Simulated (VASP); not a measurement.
Write the native input for VASP 6.6.1 that does the following.

```yaml
Task: single point
Functional: r2SCAN
Potentials_or_basis: VASP PAW PBE potentials, release 64 (Al, N)
Cutoff: 520 eV
k_mesh: 9 × 9 × 6
Occupations: gaussian, width 0.01 eV
Spin: no spin polarisation
Dipole_correction: no
Further_INCAR_settings: ALGO = Normal; EDIFF = 1e-07; NBANDS = 16
```

Crystal: AlN.

```
Al N
1.0
     3.35692    0.00000    0.00000
    -1.67846    2.90718    0.00000
     0.00000    0.00000    4.21810
Al N
2 2
Direct
  0.33333 0.66667 0.25000
  0.66667 0.33333 0.75000
  0.66667 0.33333 0.25000
  0.33333 0.66667 0.75000
```

This cell differs from its parent crystal: volume changed by +6%.

The input as run:

POSCAR

```
AlN
1.0
    3.3569190405      0.0000000000      0.0000000000
   -1.6784595203      2.9071771675      0.0000000000
    0.0000000000      0.0000000000      4.2180960556
Al N
2 2
Direct
    0.3333333333      0.6666666667      0.2500000000
    0.6666666667      0.3333333333      0.7500000000
    0.6666666667      0.3333333333      0.2500000000
    0.3333333333      0.6666666667      0.7500000000
```

INCAR.step1

```
SYSTEM = AlN
PREC = Accurate
ENCUT = 520
ISMEAR = 0
SIGMA = 0.01
LREAL = .False.
LASPH = .True.
NELM = 60
NBANDS = 16
GGA = PE
ALGO = Normal
EDIFF = 1E-4
LWAVE = .True.
LCHARG = .False.
```

INCAR.step2

```
SYSTEM = AlN
PREC = Accurate
ENCUT = 520
EDIFF = 1E-7
ISMEAR = 0
SIGMA = 0.01
LREAL = .False.
LASPH = .True.
NELM = 60
ALGO = Normal
ISIF = 2
LWAVE = .False.
LCHARG = .True.
METAGGA = R2SCAN
LMIXTAU = .True.
LELF = .True.
LVHAR = .True.
NBANDS = 16
ISTART = 1
```

KPOINTS

```
regular mesh
0
Gamma
  9 9 6
  0 0 0
```

Potentials or basis: VASP PAW PBE potentials, release 64 (Al, N).

The run is started by

```console
$ cat potpaw_PBE.64/Al/POTCAR potpaw_PBE.64/N/POTCAR > POTCAR
$ cp INCAR.step1 INCAR
$ mpirun -np 1 vasp_std > vasp.out
$ cp INCAR.step2 INCAR
$ mpirun -np 1 vasp_std > vasp.out
```

Results of the run:

```
Pressure               : -12.3 GPa
Band gap on the k mesh : 3.61 eV, direct
```

Caveat: the PAW data sets were made with another functional, which shifts forces and pressure a little.

It took 4.4 min on 1 thread of AMD EPYC 7R13, with other jobs on the host, peak memory 0.15 GiB.
